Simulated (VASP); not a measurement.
# Sb (Pm-3m) in VASP: settings compared, part 2 of 2

VASP 6.6.1. Earlier steps stand in the parts before.

## Step 3: Single point, PBE0

This run uses another cell than the first one, of 33.45 Å³/atom.

File POSCAR:

```
Sb
1.0
    3.2219765189      0.0000000000      0.0000000000
    0.0000000000      3.2219765189      0.0000000000
    0.0000000000      0.0000000000      3.2219765189
Sb
1
Direct
    0.0000000000      0.0000000000      0.0000000000
```

File INCAR.step1:

```
SYSTEM = Sb
PREC = Accurate ; ENCUT = 520
EDIFF = 1E-5 ; ISMEAR = -1
SIGMA = 0.05 ; LREAL = .False.
LASPH = .True. ; NELM = 100
ALGO = Normal ; ISIF = 2
LWAVE = .True. ; LCHARG = .False.
GGA = PE ; NBANDS = 8
```

File INCAR.step2:

```
SYSTEM = Sb
PREC = Accurate ; ENCUT = 520
EDIFF = 1E-6 ; ISMEAR = -1
SIGMA = 0.05 ; LREAL = .False.
LASPH = .True. ; NELM = 100
ALGO = Normal ; ISIF = 2
LWAVE = .False. ; LCHARG = .False.
GGA = PE ; LHFCALC = .True.
AEXX = 0.25 ; PRECFOCK = Normal
ISTART = 1 ; NBANDS = 8
```

File KPOINTS:

```
regular mesh
0
Gamma
  6 6 6
  0 0 0
```

Potentials or basis: VASP PAW PBE potentials, release 64 (Sb).

Command:

```console
> cat potpaw_PBE.64/Sb/POTCAR > POTCAR
> cp INCAR.step1 INCAR
> mpirun -np 1 vasp_std > vasp.out
> cp INCAR.step2 INCAR
> mpirun -np 1 vasp_std > vasp.out
```

Run time: 2.7 min. Hardware: 1 thread of Intel Xeon 6975P-C (Granite Rapids), shared host; peak memory 0.15 GiB.

The run converged. Its results:

```
Free energy            : -5.4823 eV
Pressure               : -6.6 GPa
Band gap on the k mesh : zero (an odd number of electrons rules out a gap without spin polarisation)
```

Levels at points of the mesh, in eV from the Fermi level:
```csv
k point,band 1,band 2,band 3,band 4,band 5,band 6,band 7
"(0.00, 0.00, 0.00)",-13.63,3.56,3.56,3.56,7.42,7.42,8.27
"(0.50, 0.00, 0.00)",-11.32,-6.23,5.42,5.42,9.40,11.14,11.48
"(0.50, 0.50, 0.00)",-8.90,-4.23,-4.23,2.95,7.19,12.83,13.71
"(0.50, 0.50, 0.50)",-6.22,-2.32,-2.32,-2.32,5.49,5.49,5.49
```

Caveat: the cell stands under tension; the PAW data sets were made with another functional, which shifts forces and pressure a little; spin-orbit coupling is left out, which moves the levels of the heavy elements.

## Step 4: Single point, PBE-based screened hybrid with 5 % exact exchange

This run uses another cell than the first one, of 31.55 Å³/atom.

File POSCAR:

```
Sb
1.0
    3.1600000000      0.0000000000      0.0000000000
    0.0000000000      3.1600000000      0.0000000000
    0.0000000000      0.0000000000      3.1600000000
Sb
1
Direct
    0.0000000000      0.0000000000      0.0000000000
```

File INCAR.step1:

```
SYSTEM = Sb
ALGO = Normal ; EDIFF = 1E-5
ENCUT = 520 ; GGA = PE
ISIF = 2 ; ISMEAR = -1
LASPH = .True. ; LCHARG = .False.
LREAL = .False. ; LWAVE = .True.
NBANDS = 8 ; NELM = 60
PREC = Accurate ; SIGMA = 0.05
```

File INCAR.step2:

```
SYSTEM = Sb
AEXX = 0.05 ; ALGO = Normal
EDIFF = 1E-6 ; ENCUT = 520
GGA = PE ; HFSCREEN = 0.2
ISIF = 2 ; ISMEAR = -1
ISTART = 1 ; LASPH = .True.
LCHARG = .False. ; LHFCALC = .True.
LREAL = .False. ; LWAVE = .False.
NBANDS = 8 ; NELM = 60
PREC = Accurate ; PRECFOCK = Normal
SIGMA = 0.05
```

File KPOINTS:

```
k-points
0
Gamma
  4 4 4
  0 0 0
```

Potentials or basis: VASP PAW PBE potentials, release 64 (Sb).

Command:

```console
> cat potpaw_PBE.64/Sb/POTCAR > POTCAR
> cp INCAR.step1 INCAR
> mpirun -np 1 vasp_std > vasp.out
> cp INCAR.step2 INCAR
> mpirun -np 1 vasp_std > vasp.out
```

OUTCAR:

```text
SYSTEM = Sb
   AEXX = 0.05
   EDIFF = 1E-6
   ENCUT = 520
   GGA = PE
   HFSCREEN = 0.2
   ISIF = 2
   ISMEAR = -1
   ISTART = 1
   LASPH = .True.
   LHFCALC = .True.
   LREAL = .False.
   NELM = 60
   PREC = Accurate
   PRECFOCK = Normal

 ion  position               nearest neighbor table
   1  0.000  0.000  0.000-

  LATTYP: Found a simple cubic cell.
 ALAT       =     3.1600000000

  Lattice vectors:

[... 281 lines left out ...]
      5      11.4092      0.00000
      6      11.4092      0.00000
      7      11.4092      0.00000
      8      13.6241      0.00000

------------------------ aborting loop because EDIFF is reached ----------------------------------------

  FORCE on cell =-STRESS in cart. coord.  units (eV):
  Direction    XX          YY          ZZ          XY          YZ          ZX
  --------------------------------------------------------------------------------------
  -------------------------------------------------------------------------------------
  Total       -0.7241109     -0.7241109     -0.7241109     -0.0000000      0.0000000      0.0000000
  in kB      -36.7666803    -36.7666803    -36.7666803     -0.0000000      0.0000000      0.0000000
  external PRESSURE =     -36.7666803 kB  Pullay stress =       0.0000000 kB

 VOLUME and BASIS-vectors are now :
 -----------------------------------------------------------------------------
  energy-cutoff  :      520.00
  volume of cell :       31.55
      direct lattice vectors                 reciprocal lattice vectors
     3.160000000  0.000000000  0.000000000     0.316455696  0.000000000  0.000000000
     0.000000000  3.160000000  0.000000000     0.000000000  0.316455696  0.000000000
     0.000000000  0.000000000  3.160000000     0.000000000  0.000000000  0.316455696

 POSITION                                       TOTAL-FORCE (eV/Angst)
 -----------------------------------------------------------------------------------
      0.00000      0.00000      0.00000         0.000000      0.000000      0.000000
 -----------------------------------------------------------------------------------
    total drift:                               -0.000000     -0.000000     -0.000000

  FREE ENERGIE OF THE ION-ELECTRON SYSTEM (eV)
  ---------------------------------------------------
  free  energy   TOTEN  =        -3.8396206326 eV

  energy  without entropy=       -3.8294852592  energy(sigma->0) =       -3.83455295
```

OSZICAR.step1:

```text
N       E                     dE             d eps       ncg     rms          rms(c)
DAV:   1     0.724990370193E+01    0.72499E+01   -0.15529E+03   168   0.409E+02
DAV:   2    -0.355645291580E+01   -0.10806E+02   -0.10540E+02   240   0.545E+01
DAV:   3    -0.369167690566E+01   -0.13522E+00   -0.13515E+00   160   0.693E+00
DAV:   4    -0.369240188589E+01   -0.72498E-03   -0.72498E-03   264   0.666E-01
DAV:   5    -0.369240435050E+01   -0.24646E-05   -0.24646E-05   176   0.217E-02    0.169E+00
DAV:   6    -0.369371779131E+01   -0.13134E-02   -0.19255E-03   192   0.237E-01    0.988E-01
DAV:   7    -0.369485895619E+01   -0.11412E-02   -0.42818E-03   160   0.351E-01    0.819E-02
DAV:   8    -0.369491450047E+01   -0.55544E-04   -0.12606E-04   224   0.745E-02    0.792E-03
DAV:   9    -0.369491828487E+01   -0.37844E-05   -0.29195E-06   192   0.109E-02
   1 F= -.36949183E+01 E0= -.36898337E+01  d E =-.101692E-01
```

Wall time 58 s (1 thread of Intel Xeon 8259CL, shared host); peak memory 0.24 GiB.

What came out:

- Free energy: -3.8396 eV
- Pressure: -3.7 GPa
- Band gap on the k mesh: zero (an odd number of electrons rules out a gap without spin polarisation)

Caveat: the k points lie up to 0.50 Å⁻¹ apart, too coarse for converged energies and pressures of a metal; the PAW data sets were made with another functional, which shifts forces and pressure a little; spin-orbit coupling is left out, which moves the levels of the heavy elements.

## Step 5: The runs side by side

```tsv
level	cell	k mesh	share of exact exchange	screening parameter	gap on the mesh (eV)	pressure (GPa)
PBE0	a = 3.202 Å, 1 atom	6 × 6 × 6	0.25	-	none	-5.9
PBE0	a = 3.222 Å, 1 atom	6 × 6 × 6	0.25	-	none	-6.6
PBE-based screened hybrid with 5 % exact exchange	a = 3.160 Å, 1 atom	4 × 4 × 4	0.05	0.2 1/Å	none	-3.7
```

Alike in all rows: task single point; potentials or basis VASP PAW PBE potentials, release 64 (Sb); no spin polarisation; cutoff (eV) 520; smearing fermi-dirac 0.05 eV.

Caveats: some runs use coarse meshes; the PAW data sets were made with another functional, which shifts forces and pressure a little; spin-orbit coupling is left out, which moves the levels of the heavy elements; the cell stands under tension (at least some runs).

Total energies depend on the potentials used, so only differences within one code and one set of settings carry meaning.
